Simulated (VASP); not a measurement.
# SnTe (P1) in VASP: further runs, part 2 of 2

VASP 6.6.1. Earlier steps stand in the parts before.

### Step 3. Single point, r2SCAN

POSCAR reads:

```
SnTe
1.0
    0.0000000000      3.5839840077      3.5839840077
    3.5839840077      0.0000000000      3.5839840077
    3.5839840077      3.5839840077      0.0000000000
Sn Te
1 1
Direct
   -0.0028985899     -0.0099466125     -0.0021276602
    0.2526965796      0.2592535285      0.2519795005
```

INCAR.step1 reads:

```
SYSTEM = SnTe
  PREC = Accurate
  ENCUT = 520
  ISMEAR = -1
  SIGMA = 0.052
  LREAL = .FALSE.
  LASPH = .TRUE.
  NELM = 80
  NBANDS = 17
  GGA = PE
  ALGO = Normal
  EDIFF = 1E-4
  LWAVE = .TRUE.
  LCHARG = .FALSE.
```

INCAR.step2 reads:

```
SYSTEM = SnTe
  PREC = Accurate
  ENCUT = 520
  EDIFF = 1E-6
  ISMEAR = -1
  SIGMA = 0.052
  LREAL = .FALSE.
  LASPH = .TRUE.
  NELM = 80
  ALGO = Normal
  ISIF = 2
  LWAVE = .FALSE.
  LCHARG = .TRUE.
  METAGGA = R2SCAN
  LMIXTAU = .TRUE.
  LELF = .TRUE.
  LVHAR = .TRUE.
  NBANDS = 17
  ISTART = 1
```

KPOINTS reads:

```
Automatic mesh
0
G
  4 4 4
  0 0 0
```

Potentials or basis: VASP PAW PBE potentials, release 64 (Sn_d, Te).

The run is started by

```
$ cat potpaw_PBE.64/Sn_d/POTCAR potpaw_PBE.64/Te/POTCAR > POTCAR
$ cp INCAR.step1 INCAR
$ mpirun -np 1 vasp_std > vasp.out
$ cp INCAR.step2 INCAR
$ mpirun -np 1 vasp_std > vasp.out
```

OUTCAR:

```text
SYSTEM = SnTe
   PREC = Accurate
   ENCUT = 520
   EDIFF = 1E-6
   ISMEAR = -1
   LREAL = .FALSE.
   LASPH = .TRUE.
   NELM = 80
   ISIF = 2
   METAGGA = R2SCAN
   ISTART = 1

 ion  position               nearest neighbor table
   1  0.997  0.990  0.998-   2 3.03   2 3.08   2 3.09   2 3.22
   2  0.253  0.259  0.252-   1 3.03   1 3.08   1 3.09   1 3.22

  LATTYP: Found a face centered cubic cell.
 ALAT       =     7.1679680154

  Lattice vectors:

 A1 = (   0.0000000000,   3.5839840077,   3.5839840077)
 A2 = (   3.5839840077,   0.0000000000,   3.5839840077)
 A3 = (   3.5839840077,   3.5839840077,   0.0000000000)

Analysis of symmetry for initial positions (statically):
=====================================================================
 Subroutine PRICEL returns:
 Original cell was already a primitive cell.

 Routine SETGRP: Setting up the symmetry group for a
 face centered cubic supercell.

 Subroutine GETGRP returns: Found  1 space group operations
 (whereof  1 operations were pure point group operations)
 out of a pool of 48 trial point group operations.

The static configuration has the point symmetry C_1 .

Analysis of symmetry for dynamics (positions and initial velocities):
=====================================================================
 Subroutine PRICEL returns:
 Original cell was already a primitive cell.

 Routine SETGRP: Setting up the symmetry group for a
 face centered cubic supercell.

 Subroutine GETGRP returns: Found  1 space group operations
 (whereof  1 operations were pure point group operations)
 out of a pool of 48 trial point group operations.

The dynamic configuration has the point symmetry C_1 .

 Subroutine INISYM returns: Found  1 space group operations
 (whereof  1 operations are pure point group operations),
 and found     1 'primitive' translations

----------------------------------------------------------------------------------------

                                     Primitive cell

  volume of cell :      92.0721

  direct lattice vectors                    reciprocal lattice vectors
     0.000000000  3.583984008  3.583984008    -0.139509551  0.139509551  0.139509551
     3.583984008  0.000000000  3.583984008     0.139509551 -0.139509551  0.139509551
     3.583984008  3.583984008  0.000000000     0.139509551  0.139509551 -0.139509551

  length of vectors
     5.068518791  5.068518791  5.068518791     0.241637631  0.241637631  0.241637631

  position of ions in fractional coordinates (direct lattice)
     0.997101410  0.990053387  0.997872340
     0.252696580  0.259253528  0.251979500

  ion indices of the primitive-cell ions
   primitive index   ion index
                 1           1
                 2           2

----------------------------------------------------------------------------------------

 KPOINTS: Automatic mesh

Automatic generation of k-mesh.
 Grid dimensions read from file:
 generate k-points for:    4    4    4

 Generating k-lattice:

  Cartesian coordinates                     Fractional coordinates (reciprocal lattice)
    -0.034877388  0.034877388  0.034877388     0.250000000  0.000000000  0.000000000
     0.034877388 -0.034877388  0.034877388     0.000000000  0.250000000  0.000000000
     0.034877388  0.034877388 -0.034877388     0.000000000  0.000000000  0.250000000

  Length of vectors
     0.060409408  0.060409408  0.060409408

  Shift w.r.t. Gamma in fractional coordinates (k-lattice)
     0.000000000  0.000000000  0.000000000

 Subroutine IBZKPT returns following result:
 ===========================================

 Found     36 irreducible k-points:

 Following reciprocal coordinates:
            Coordinates               Weight
  0.000000  0.000000  0.000000      1.000000
  0.250000  0.000000  0.000000      2.000000
  0.000000  0.250000  0.000000      2.000000
  0.000000  0.000000  0.250000      2.000000
  0.250000  0.250000  0.250000      2.000000
  0.500000  0.000000  0.000000      1.000000
[... 16 lines left out ...]
  0.250000  0.500000  0.500000      2.000000
  0.500000  0.000000  0.250000      2.000000
 [... further k-points ...]
   k-points           NKPTS =     36   k-points in BZ     NKDIM =     36   number of bands    NBANDS=     17
   number of dos      NEDOS =    301   number of ions     NIONS =      2
   total plane-waves  NPLWV =  64000
   dimension x,y,z NGX =    40 NGY =   40 NGZ =   40
   dimension x,y,z NGXF=    80 NGYF=   80 NGZF=   80
   ions per type =               1   1
   NGX,Y,Z   is equivalent  to a cutoff of  13.12, 13.12, 13.12 a.u.
   NGXF,Y,Z  is equivalent  to a cutoff of  26.24, 26.24, 26.24 a.u.
 SYSTEM =  SnTe
   PREC   = accura    normal or accurate (medium, high low for compatibility)
   ISTART =      1    job   : 0-new  1-cont  2-samecut
   ICHARG =      0    charge: 1-file 2-atom 10-const
   ISPIN  =      1    spin polarized calculation?
   LNONCOLLINEAR =      F non collinear calculations
   LSORBIT =      F    spin-orbit coupling
   LASPH  =      T    aspherical Exc in radial PAW
   ENCUT  =  520.0 eV  38.22 Ry    6.18 a.u.   9.42  9.42  9.42*2*pi/ulx,y,z
   NELM   =     80;   NELMIN=  2; NELMDL=  0     # of ELM steps
   EDIFF  = 0.1E-05   stopping-criterion for ELM
   LREAL  =      F    real-space projection
   EDIFFG = 0.1E-04   stopping-criterion for IOM
   NSW    =      0    number of steps for IOM
   IBRION =     -1    ionic relax: 0-MD 1-quasi-New 2-CG
   NFREE  =      0    steps in history (QN), initial steepest desc. (CG)
   ISIF   =      2    stress and relaxation
   ISYM   =      2    0-nonsym 1-usesym 2-fastsym
   POTIM  = 0.5000    time-step for ionic-motion
   TEBEG  =    0.0;   TEEND  =   0.0 temperature during run
   PSTRESS=    0.0 pullay stress
   NELECT =      20.0000    total number of electrons
   NUPDOWN=      -1.0000    fix difference up-down
   EMIN   =  10.00;   EMAX   =-10.00  energy-range for DOS
   EFERMI =   0.00;   METHOD = LEGACY
   ISMEAR =    -1;   SIGMA  =   0.05  broadening in eV -4-tet -1-fermi 0-gaus
   EFERMI_NEDOS =   21; number of points for ismear=-14 and -15
   IALGO  =     38    algorithm
   IMIX   =      4    mixing-type and parameters
     AMIX     =   0.40;   BMIX     =  1.00
     AMIX_MAG =   1.60;   BMIX_MAG =  1.00
  volume/ion in A,a.u.               =      46.04       310.67
  Fermi-wavevector in a.u.,A,eV,Ry     =   0.984107  1.859692 13.176775  0.968466
  Thomas-Fermi vector in A             =   2.115314
   LORBIT       =      0    0 simple, 1 ext, 2 COOP (PROOUT), +10 PAW based schemes
   METAGGA = R2SCAN    functional components
   LHFCALC =     F    Hartree Fock is set to
   AEXX    =    0.0000 exact exchange contribution
   IVDW    =     0    specifies the selected vdW correction
   LEPSILON=     F    determine dielectric tensor
   LRPA    =     F    only Hartree local field effects (RPA)
 non-spin polarized calculation
  energy-cutoff  :      520.00
  volume of cell :       92.07
 maximum number of plane-waves:      2493
 NGX is ok and might be reduce to    40
   NGX = 19   NGY = 19   NGZ = 19

 number of electron      20.0000001 magnetization

 Free energy of the ion-electron system (eV)
  ---------------------------------------------------
  ext. energy  EPLUGINS =         0.00000000
  ---------------------------------------------------
  free energy    TOTEN  =       -50.06320638 eV

  energy without entropy =      -50.05542844  energy(sigma->0) =      -50.05931741

 E-fermi :   3.3935     XC(G=0):  -8.0605

 val. band max:        3.3137221854   @ k =  -0.2500   0.5000   0.2500
 cond. band min:       3.4031800134   @ k =   0.5000   0.0000   0.5000
 fundamental gap:      0.0894578280
 Fermi energy:         3.3935260693

 k-point     1 :       0.0000    0.0000    0.0000
  band No.  band energies     occupation
      1     -19.2798      2.00000
      2     -19.2764      2.00000
      3     -19.2741      2.00000
      4     -19.2593      2.00000
      5     -19.2592      2.00000
      6      -8.9391      2.00000
[... 9 lines left out ...]
     16      10.0713      0.00000
     17      11.0021      0.00000

 k-point     2 :       0.2500    0.0000    0.0000
  band No.  band energies     occupation
      1     -19.2790      2.00000
      2     -19.2767      2.00000
      3     -19.2739      2.00000
      4     -19.2595      2.00000
      5     -19.2587      2.00000
      6      -8.6644      2.00000
[... 9 lines left out ...]
     16       9.4909      0.00000
     17      10.6988      0.00000
[... 421 lines left out ...]
 k-point    24 :       0.5000    0.0000    0.2500
  band No.  band energies     occupation
      1     -19.2800      2.00000
      2     -19.2751      2.00000
      3     -19.2734      2.00000
      4     -19.2596      2.00000
      5     -19.2580      2.00000
      6      -8.2051      2.00000
[... 9 lines left out ...]
     16      10.8628      0.00000
     17      11.6942      0.00000

 [... further k-points ...]
[... 5 lines left out ...]
  --------------------------------------------------------------------------------------
  -------------------------------------------------------------------------------------
  Total       -0.1222330     -0.1312370     -0.1213184     -0.2884869     -0.2702206     -0.1059514
  in kB       -2.1270165     -2.2836986     -2.1111005     -5.0200559     -4.7021965     -1.8436946
  external PRESSURE =      -2.1739385 kB  Pullay stress =       0.0000000 kB

 VOLUME and BASIS-vectors are now :
 -----------------------------------------------------------------------------
  energy-cutoff  :      520.00
  volume of cell :       92.07
      direct lattice vectors                 reciprocal lattice vectors
     0.000000000  3.583984008  3.583984008    -0.139509551  0.139509551  0.139509551
     3.583984008  0.000000000  3.583984008     0.139509551 -0.139509551  0.139509551
     3.583984008  3.583984008  0.000000000     0.139509551  0.139509551 -0.139509551

 POSITION                                       TOTAL-FORCE (eV/Angst)
 -----------------------------------------------------------------------------------
      7.12469      7.14995      7.12193         0.208631      0.063704      0.223168
      1.83225      1.80875      1.83482        -0.208631     -0.063704     -0.223168
 -----------------------------------------------------------------------------------
    total drift:                               -0.000302      0.000217     -0.000180

  FREE ENERGIE OF THE ION-ELECTRON SYSTEM (eV)
  ---------------------------------------------------
  free  energy   TOTEN  =       -50.0632063765 eV

  energy  without entropy=      -50.0554284407  energy(sigma->0) =      -50.05931741
```

Wall time 2.6 min (1 thread of Intel Xeon Platinum 8488C (Sapphire Rapids), shared host); peak memory 0.28 GiB.

Results:

| Quantity | Value |
| --- | --- |
| Free energy | -50.0632 eV |
| Pressure | -0.2 GPa |
| Largest force | 0.312 eV/Å |
| Band gap on the k mesh | 0.09 eV, indirect (least direct gap 0.88 eV) |

Forces on the atoms (eV/Å):
```
Sn   0.209  0.064  0.223
Te  -0.209 -0.064 -0.223
```

Levels at points of the mesh, in eV from the valence-band top:
```csv
k point,band 6,band 7,band 8,band 9,band 10,band 11,band 12,band 13,band 14,band 15
"(0.00, 0.00, 0.00)",-12.25,-5.19,-2.47,-2.31,-1.96,0.80,1.06,1.22,4.24,6.75
"(0.50, 0.00, 0.00)",-11.63,-7.44,-3.01,-2.57,-2.12,1.54,2.25,3.68,5.84,6.51
"(0.00, 0.50, 0.00)",-11.59,-7.59,-2.93,-2.60,-2.01,1.65,2.21,3.78,5.87,6.35
"(0.00, 0.00, 0.50)",-11.63,-7.43,-3.01,-2.57,-2.13,1.53,2.25,3.67,5.83,6.52
"(0.50, 0.50, 0.50)",-11.71,-7.08,-2.95,-2.79,-2.41,1.68,1.93,3.47,5.79,6.89
"(0.50, 0.50, 0.00)",-11.39,-7.79,-3.61,-3.39,-0.82,0.13,4.03,4.31,5.65,6.72
"(0.00, 0.50, 0.50)",-11.39,-7.79,-3.60,-3.40,-0.82,0.13,4.04,4.30,5.66,6.72
"(0.50, 0.00, 0.50)",-11.39,-7.81,-3.54,-3.43,-0.79,0.09,4.13,4.21,5.69,6.67
```

Caveat: the PAW data sets were made with another functional, which shifts forces and pressure a little; spin-orbit coupling is left out, which moves the levels of the heavy elements. A k mesh can miss the band edges.
